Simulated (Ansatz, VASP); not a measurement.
# HfO2 in VASP and in Ansatz

```xyz
6
Lattice="3.0637 0.0000 0.0000 0.0000 3.6043 0.0000 0.0000 0.0000 5.2640" Properties=species:S:1:pos:R:3 pbc="T T T"
Hf    1.5318    1.8022    2.6320
Hf    0.0000    0.0000    0.0000
O     0.0000    1.8022    3.6493
O     1.5318    0.0000    4.2467
O     1.5318    0.0000    1.6147
O     0.0000    1.8022    1.0173
```

Change from the starting cell: strain -0.1500 x Voigt [1, 0, 0, 0, 0, 0], atoms carried along.

Alike in both runs: task single point; functional PBE; k mesh 6 × 6 × 4; occupations gaussian, width 0.05 eV; no spin polarisation.

```csv
,VASP,Ansatz
version,VASP 6.6.1,Ansatz 0.2.0
potentials or method,"VASP PAW PBE potentials, release 64 (Hf_pv, O), cutoff 520 eV","scalar-relativistic, plane waves, PAW"
valence electrons in the cell,44,76
```

Ansatz gave:

```
gap on the k mesh at the Fermi level (eV)                     : 4.80
least direct gap on the mesh (eV)                             : 4.95
pressure (GPa)                                                : 66.1
traceless stress, the component that is largest in VASP (GPa) : 53.95
rms of the force components (eV/Å)                            : 2.469
```

Q: Which values does VASP return?

A: gap on the k mesh at the Fermi level (eV): 4.80; least direct gap on the mesh (eV): 4.97; pressure (GPa): 62.3; traceless stress, the component that is largest in VASP (GPa): 54.37; rms of the force components (eV/Å): 2.462.

Atom by atom the forces differ by 0.034 eV/Å (rms over components). Both programs put the cell under a high pressure, so it lies far from rest at this level. VASP's potentials hold 44 valence electrons a cell and Ansatz's 76, so a difference there can come from the potentials and not from the codes.

Neither program's run includes spin-orbit coupling. Noted on VASP's run: the cell as given lies far from equilibrium.
